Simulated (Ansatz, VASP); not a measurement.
# Two plane-wave programs on CdF2

```
Cd F
1.0
     0.00000    2.69400    2.69400
     2.69400    0.00000    2.69400
     2.69400    2.69400    0.00000
Cd F
1 2
Direct
  0.98393 0.98393 0.98393
  0.25000 0.25000 0.25000
  0.75000 0.75000 0.75000
```

Change from the starting cell: all Cd atoms moved -0.150 Å, as atom 1 along Cartesian [1 1 1].

Alike in both runs: task single point; functional LDA; k mesh 8 × 8 × 8; occupations gaussian, width 0.05 eV; no spin polarisation.

```csv
,VASP,Ansatz
version,VASP 6.6.1,Ansatz 0.2.0
potentials or method,"VASP PAW LDA potentials, release 64 (Cd_sv_GW, F), cutoff 600 eV","scalar-relativistic, plane waves, PAW"
valence electrons in the cell,34,34
```

|  | VASP | Ansatz | Ansatz less VASP |
| --- | --- | --- | --- |
| gap on the k mesh at the Fermi level (eV) | 2.84 | 2.84 | -0.002 |
| least direct gap on the mesh (eV) | 3.31 | 3.30 | -0.007 |
| pressure (GPa) | -5.0 | -4.5 | +0.57 |
| traceless stress, the component that is largest in VASP (GPa) | 0.79 | 0.77 | -0.023 |
| rms of the force components (eV/Å) | 0.316 | 0.306 | -0.0102 |

LDA's correlation is that of Perdew and Zunger in VASP and of Perdew and Wang (1992) in Ansatz. Atom by atom the forces differ by 0.010 eV/Å (rms over components).
